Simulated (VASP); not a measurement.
# W2C (P-3m1) in VASP: further runs

Runs on W2C. Level: PBE. Tasks: single point.

Program: VASP 6.6.1. These are calculated values, not measurements. Logs are shortened: lines on timing, memory, paths and dates and some standing lists are left out, and cuts for length are marked.

### 1 The cell of the first run

It takes space group P-3m1 (No. 164, trigonal). Conventional cell: a = 3.029 Å, b = 3.029 Å, c = 4.615 Å, α = 90.00°, β = 90.00°, γ = 120.00°. W (site symmetry 3m) has 3 C at 2.10 Å within 2.8 Å. C (site symmetry -3m) has 6 W at 2.10 Å within 2.8 Å.

### 2 Single point, PBE (volume scaled by 0.96)

Contents of INCAR:

```
PREC = Accurate
ENCUT = 600
EDIFF = 1E-6
ISMEAR = -1
SIGMA = 0.05
LREAL = False
LASPH = True
NELM = 120
ALGO = Normal
ISIF = 2
LWAVE = False
LCHARG = True
GGA = PE
LELF = True
LVHAR = True
NBANDS = 23
GGA_COMPAT = False
```

Contents of KPOINTS:

```
Automatic mesh
0
Gamma
  10 10 6
```

Contents of POSCAR:

```
W2C
1.0
    3.0285534524      0.0000000000      0.0000000000
   -1.5142767262      2.6228042265      0.0000000000
    0.0000000000      0.0000000000      4.6151982490
W C
2 1
Direct
    0.6666666667      0.3333333333      0.2536690000
    0.3333333333      0.6666666667      0.7463310000
    0.0000000000      0.0000000000      0.0000000000
```

Potentials or basis: VASP PAW PBE potentials, release 64 (W_sv, C).

The run is started by

```sh
> cat potpaw_PBE.64/W_sv/POTCAR potpaw_PBE.64/C/POTCAR > POTCAR
> mpirun -np 1 vasp_std > vasp.out
```

OUTCAR:

```text
PREC = Accurate
   ENCUT = 600
   EDIFF = 1E-6
   ISMEAR = -1
   LREAL = False
   LASPH = True
   NELM = 120
   ISIF = 2
   GGA = PE

 ion  position               nearest neighbor table
   1  0.667  0.333  0.254-   3 2.10   3 2.10   3 2.10   2 2.87   2 2.87   2 2.87   2 2.92   2 2.92
                             2 2.92
   2  0.333  0.667  0.746-   3 2.10   3 2.10   3 2.10   1 2.87   1 2.87   1 2.87   1 2.92   1 2.92
                             1 2.92
   3  0.000  0.000  0.000-   1 2.10   2 2.10   1 2.10   2 2.10   1 2.10   2 2.10

  LATTYP: Found a hexagonal cell.
 ALAT       =     3.0285534524
 C/A-ratio  =     1.5238952594

  Lattice vectors:

 A1 = (   3.0285534524,   0.0000000000,   0.0000000000)
 A2 = (  -1.5142767262,   2.6228042265,   0.0000000000)
 A3 = (   0.0000000000,   0.0000000000,   4.6151982490)

Analysis of symmetry for initial positions (statically):
=====================================================================
 Subroutine PRICEL returns:
 Original cell was already a primitive cell.

 Routine SETGRP: Setting up the symmetry group for a
 hexagonal supercell.

 Subroutine GETGRP returns: Found 12 space group operations
 (whereof 12 operations were pure point group operations)
 out of a pool of 24 trial point group operations.

The static configuration has the point symmetry D_3d.

Analysis of symmetry for dynamics (positions and initial velocities):
=====================================================================
 Subroutine PRICEL returns:
 Original cell was already a primitive cell.

 Routine SETGRP: Setting up the symmetry group for a
 hexagonal supercell.

 Subroutine GETGRP returns: Found 12 space group operations
 (whereof 12 operations were pure point group operations)
 out of a pool of 24 trial point group operations.

The dynamic configuration has the point symmetry D_3d.

 Subroutine INISYM returns: Found 12 space group operations
 (whereof 12 operations are pure point group operations),
 and found     1 'primitive' translations

----------------------------------------------------------------------------------------

                                     Primitive cell

  volume of cell :      36.6599

  direct lattice vectors                    reciprocal lattice vectors
     3.028553452  0.000000000  0.000000000     0.330190639  0.190635654  0.000000000
    -1.514276726  2.622804227  0.000000000     0.000000000  0.381271309  0.000000000
     0.000000000  0.000000000  4.615198249     0.000000000  0.000000000  0.216675416

  length of vectors
     3.028553452  3.028553452  4.615198249     0.381271309  0.381271309  0.216675416

  position of ions in fractional coordinates (direct lattice)
     0.666666667  0.333333333  0.253669000
     0.333333333  0.666666667  0.746331000
     0.000000000  0.000000000  0.000000000

  ion indices of the primitive-cell ions
   primitive index   ion index
                 1           1
                 2           2
                 3           3

----------------------------------------------------------------------------------------

 KPOINTS: Automatic mesh

Automatic generation of k-mesh.
 Grid dimensions read from file:
 generate k-points for:   10   10    6

 Generating k-lattice:

  Cartesian coordinates                     Fractional coordinates (reciprocal lattice)
     0.033019064  0.019063565  0.000000000     0.100000000  0.000000000  0.000000000
     0.000000000  0.038127131  0.000000000     0.000000000  0.100000000  0.000000000
     0.000000000  0.000000000  0.036112569     0.000000000  0.000000000  0.166666667

  Length of vectors
     0.038127131  0.038127131  0.036112569

  Shift w.r.t. Gamma in fractional coordinates (k-lattice)
     0.000000000  0.000000000  0.000000000

 Subroutine IBZKPT returns following result:
 ===========================================

 Found     72 irreducible k-points:

 Following reciprocal coordinates:
            Coordinates               Weight
  0.000000  0.000000  0.000000      1.000000
  0.100000  0.000000  0.000000      6.000000
  0.200000  0.000000  0.000000      6.000000
  0.300000  0.000000  0.000000      6.000000
  0.400000 -0.000000  0.000000      6.000000
  0.500000  0.000000  0.000000      3.000000
[... 16 lines left out ...]
  0.000000  0.400000  0.166667      6.000000
  0.500000  0.000000  0.166667      6.000000
 [... further k-points ...]
   k-points           NKPTS =     72   k-points in BZ     NKDIM =     72   number of bands    NBANDS=     23
   number of dos      NEDOS =    301   number of ions     NIONS =      3
   total plane-waves  NPLWV =  23040
   dimension x,y,z NGX =    24 NGY =   24 NGZ =   40
   dimension x,y,z NGXF=    48 NGYF=   48 NGZF=   80
   ions per type =               2   1
   NGX,Y,Z   is equivalent  to a cutoff of  13.17, 13.17, 14.41 a.u.
   NGXF,Y,Z  is equivalent  to a cutoff of  26.35, 26.35, 28.82 a.u.
 SYSTEM =  unknown system
   PREC   = accura    normal or accurate (medium, high low for compatibility)
   ISTART =      0    job   : 0-new  1-cont  2-samecut
   ICHARG =      2    charge: 1-file 2-atom 10-const
   ISPIN  =      1    spin polarized calculation?
   LNONCOLLINEAR =      F non collinear calculations
   LSORBIT =      F    spin-orbit coupling
   LASPH  =      T    aspherical Exc in radial PAW
   ENCUT  =  600.0 eV  44.10 Ry    6.64 a.u.   6.05  6.05  9.22*2*pi/ulx,y,z
   NELM   =    120;   NELMIN=  2; NELMDL= -5     # of ELM steps
   EDIFF  = 0.1E-05   stopping-criterion for ELM
   LREAL  =      F    real-space projection
   EDIFFG = 0.1E-04   stopping-criterion for IOM
   NSW    =      0    number of steps for IOM
   IBRION =     -1    ionic relax: 0-MD 1-quasi-New 2-CG
   NFREE  =      0    steps in history (QN), initial steepest desc. (CG)
   ISIF   =      2    stress and relaxation
   ISYM   =      2    0-nonsym 1-usesym 2-fastsym
   POTIM  = 0.5000    time-step for ionic-motion
   TEBEG  =    0.0;   TEEND  =   0.0 temperature during run
   PSTRESS=    0.0 pullay stress
   NELECT =      32.0000    total number of electrons
   NUPDOWN=      -1.0000    fix difference up-down
   EMIN   =  10.00;   EMAX   =-10.00  energy-range for DOS
   EFERMI =   0.00;   METHOD = LEGACY
   ISMEAR =    -1;   SIGMA  =   0.05  broadening in eV -4-tet -1-fermi 0-gaus
   EFERMI_NEDOS =   21; number of points for ismear=-14 and -15
   IALGO  =     38    algorithm
   IMIX   =      4    mixing-type and parameters
     AMIX     =   0.40;   BMIX     =  1.00
     AMIX_MAG =   1.60;   BMIX_MAG =  1.00
  volume/ion in A,a.u.               =      12.22        82.46
  Fermi-wavevector in a.u.,A,eV,Ry     =   1.564568  2.956604 33.305317  2.447872
  Thomas-Fermi vector in A             =   2.667172
   LORBIT       =      0    0 simple, 1 ext, 2 COOP (PROOUT), +10 PAW based schemes
   GGA     = PE    functional components
   LHFCALC =     F    Hartree Fock is set to
   AEXX    =    0.0000 exact exchange contribution
   IVDW    =     0    specifies the selected vdW correction
   LEPSILON=     F    determine dielectric tensor
   LRPA    =     F    only Hartree local field effects (RPA)
 non-spin polarized calculation
  energy-cutoff  :      600.00
  volume of cell :       36.66
 maximum number of plane-waves:      1243
   NGX = 13   NGY = 13   NGZ = 19

 number of electron      31.9999998 magnetization

 Free energy of the ion-electron system (eV)
  ---------------------------------------------------
  ext. energy  EPLUGINS =         0.00000000
  ---------------------------------------------------
  free energy    TOTEN  =       -34.91633520 eV

  energy without entropy =      -34.89810637  energy(sigma->0) =      -34.90722079

 E-fermi :  12.0916     XC(G=0): -13.6835

 val. band max:       12.0839024796   @ k =   0.1000   0.1000   0.1667
 cond. band min:      12.1062039924   @ k =   0.5000   0.0000   0.3333
 fundamental gap:      0.0223015128
 Fermi energy:        12.0916424202

 k-point     1 :       0.0000    0.0000    0.0000
  band No.  band energies     occupation
      1     -62.6500      2.00000
      2     -62.5585      2.00000
      3     -27.4212      2.00000
      4     -26.7161      2.00000
      5     -26.7161      2.00000
      6     -26.5627      2.00000
[... 15 lines left out ...]
     22      19.0832      0.00000
     23      19.9125      0.00000

 k-point     2 :       0.1000    0.0000    0.0000
  band No.  band energies     occupation
      1     -62.6447      2.00000
      2     -62.5572      2.00000
      3     -27.3922      2.00000
      4     -26.7711      2.00000
      5     -26.7374      2.00000
      6     -26.6169      2.00000
[... 15 lines left out ...]
     22      19.0673      0.00000
     23      19.7446      0.00000

 k-point     3 :       0.2000    0.0000    0.0000
  band No.  band energies     occupation
      1     -62.6306      2.00000
      2     -62.5544      2.00000
      3     -27.3108      2.00000
      4     -26.9145      2.00000
      5     -26.7893      2.00000
      6     -26.7543      2.00000
[... 15 lines left out ...]
     22      18.4714      0.00000
     23      19.2033      0.00000

 k-point     4 :       0.3000    0.0000    0.0000
  band No.  band energies     occupation
      1     -62.6117      2.00000
      2     -62.5525      2.00000
      3     -27.1949      2.00000
      4     -27.0889      2.00000
      5     -26.9164      2.00000
      6     -26.8488      2.00000
[... 15 lines left out ...]
     22      18.2171      0.00000
     23      18.2515      0.00000

 k-point     5 :       0.4000   -0.0000    0.0000
  band No.  band energies     occupation
      1     -62.5939      2.00000
      2     -62.5534      2.00000
      3     -27.2354      2.00000
      4     -27.0670      2.00000
      5     -27.0411      2.00000
      6     -26.8945      2.00000
[... 434 lines left out ...]
 k-point    22 :       0.4000   -0.0000    0.1667
  band No.  band energies     occupation
      1     -62.5911      2.00000
      2     -62.5561      2.00000
      3     -27.3067      2.00000
      4     -27.0957      2.00000
      5     -26.9472      2.00000
      6     -26.8747      2.00000
[... 15 lines left out ...]
     22      18.3684      0.00000
     23      19.9170      0.00000

 k-point    23 :       0.0000    0.4000    0.1667
  band No.  band energies     occupation
      1     -62.5911      2.00000
      2     -62.5560      2.00000
      3     -27.2799      2.00000
      4     -27.1234      2.00000
      5     -26.9592      2.00000
      6     -26.8782      2.00000
[... 15 lines left out ...]
     22      17.1428      0.00000
     23      18.8424      0.00000

 k-point    24 :       0.5000    0.0000    0.1667
  band No.  band energies     occupation
      1     -62.5835      2.00000
      2     -62.5572      2.00000
      3     -27.3344      2.00000
      4     -27.1514      2.00000
      5     -26.9179      2.00000
      6     -26.8928      2.00000
[... 15 lines left out ...]
     22      17.3511      0.00000
     23      19.2542      0.00000

 [... further k-points ...]
[... 5 lines left out ...]
  --------------------------------------------------------------------------------------
  -------------------------------------------------------------------------------------
  Total        2.9896191      2.9896191      3.4675901     -0.0000000      0.0000000      0.0000000
  in kB      130.6576865    130.6576865    151.5468304     -0.0000000      0.0000000      0.0000000
  external PRESSURE =     137.6207344 kB  Pullay stress =       0.0000000 kB

 VOLUME and BASIS-vectors are now :
 -----------------------------------------------------------------------------
  energy-cutoff  :      600.00
  volume of cell :       36.66
      direct lattice vectors                 reciprocal lattice vectors
     3.028553452  0.000000000  0.000000000     0.330190639  0.190635654  0.000000000
    -1.514276726  2.622804227  0.000000000     0.000000000  0.381271309  0.000000000
     0.000000000  0.000000000  4.615198249     0.000000000  0.000000000  0.216675416

 POSITION                                       TOTAL-FORCE (eV/Angst)
 -----------------------------------------------------------------------------------
      1.51428      0.87427      1.17073        -0.000000     -0.000000      0.432681
     -0.00000      1.74854      3.44447         0.000000      0.000000     -0.432681
      0.00000      0.00000      0.00000        -0.000000      0.000000      0.000000
 -----------------------------------------------------------------------------------
    total drift:                                0.000000     -0.000000     -0.000000

  FREE ENERGIE OF THE ION-ELECTRON SYSTEM (eV)
  ---------------------------------------------------
  free  energy   TOTEN  =       -34.9163352028 eV

  energy  without entropy=      -34.8981063713  energy(sigma->0) =      -34.90722079
```

Wall time 83 s (1 thread of Intel Xeon 8259CL, shared host); peak memory 0.21 GiB.

Results:

```yaml
Free_energy: -34.9163 eV
Pressure: 13.8 GPa
Largest_force: 0.433 eV/Å
Band_gap_on_the_k_mesh: zero (band 16 reaches 13.59 eV, above the bottom of band 17 at 10.98 eV)
```

Forces in eV/Å, atoms in the order of the input:
```
W    0.000  0.000  0.433
W    0.000  0.000 -0.433
C    0.000  0.000  0.000
```

Levels at points of the mesh, in eV from the Fermi level:
```tsv
k point	band 14	band 15	band 16	band 17	band 18	band 19
(0.00, 0.00, 0.00)	-1.53	-1.39	-1.39	-1.10	-1.10	0.61
(0.50, 0.00, 0.00)	-3.51	-1.77	1.50	2.40	2.79	3.26
(0.00, 0.00, 0.50)	-2.87	-2.39	-2.39	1.14	1.14	1.78
(0.50, 0.00, 0.50)	-2.66	-2.46	-0.47	0.28	2.19	2.78
```

Caveat: spin-orbit coupling is left out, which moves the levels of the heavy elements.

### 3 Single point, PBE (volume scaled by 0.98)

Contents of INCAR:

```
PREC     = Accurate       # precision mode
ENCUT    = 600            # plane-wave cutoff, eV
EDIFF    = 1E-6           # SCF threshold, eV
ISMEAR   = -1             # smearing method
SIGMA    = 0.05           # smearing width, eV
LREAL    = F              # projectors in reciprocal space
LASPH    = T              # aspherical terms in the spheres
NELM     = 120            # most SCF steps
ALGO     = Normal         # electronic algorithm
ISIF     = 2              # what is computed and relaxed
LWAVE    = F              # write WAVECAR
LCHARG   = F              # write CHGCAR
GGA      = PE             # functional
NBANDS   = 23             # bands
GGA_COMPAT= F
```

Contents of KPOINTS:

```
regular mesh
0
Gamma
  10 10 6
```

Contents of POSCAR:

```
W2C
1.0
    3.0494406880      0.0000000000      0.0000000000
   -1.5247203440      2.6408931031      0.0000000000
    0.0000000000      0.0000000000      4.6470282083
W C
2 1
Direct
    0.6666666667      0.3333333333      0.2536690000
    0.3333333333      0.6666666667      0.7463310000
    0.0000000000      0.0000000000      0.0000000000
```

Potentials or basis: VASP PAW PBE potentials, release 64 (W_sv, C).

The run is started by

```sh
> cat potpaw_PBE.64/W_sv/POTCAR potpaw_PBE.64/C/POTCAR > POTCAR
> mpirun -np 1 vasp_std > vasp.out
```

Wall time 78 s (1 thread of Intel Xeon 8259CL, shared host); peak memory 0.21 GiB.

It converged, with:

```
Free energy            : -34.9636 eV
Pressure               : 6.0 GPa
Largest force          : 0.235 eV/Å
Band gap on the k mesh : zero (band 16 reaches 13.24 eV, above the bottom of band 17 at 10.70 eV)
```

Forces on the atoms (eV/Å):
```
W    0.000  0.000  0.235
W    0.000  0.000 -0.235
C    0.000  0.000  0.000
```

Stress tensor (GPa, compression positive):
```
5.44 0.00 0.00
0.00 5.44 0.00
0.00 0.00 7.01
```

Levels at points of the mesh, in eV from the Fermi level:
| k point | band 14 | band 15 | band 16 | band 17 | band 18 | band 19 |
| --- | --- | --- | --- | --- | --- | --- |
| (0.00, 0.00, 0.00) | -1.49 | -1.36 | -1.36 | -1.07 | -1.07 | 0.60 |
| (0.50, 0.00, 0.00) | -3.46 | -1.75 | 1.45 | 2.33 | 2.69 | 3.15 |
| (0.00, 0.00, 0.50) | -2.82 | -2.32 | -2.32 | 1.10 | 1.10 | 1.73 |
| (0.50, 0.00, 0.50) | -2.64 | -2.45 | -0.46 | 0.28 | 2.12 | 2.69 |

Caveat: spin-orbit coupling is left out, which moves the levels of the heavy elements.
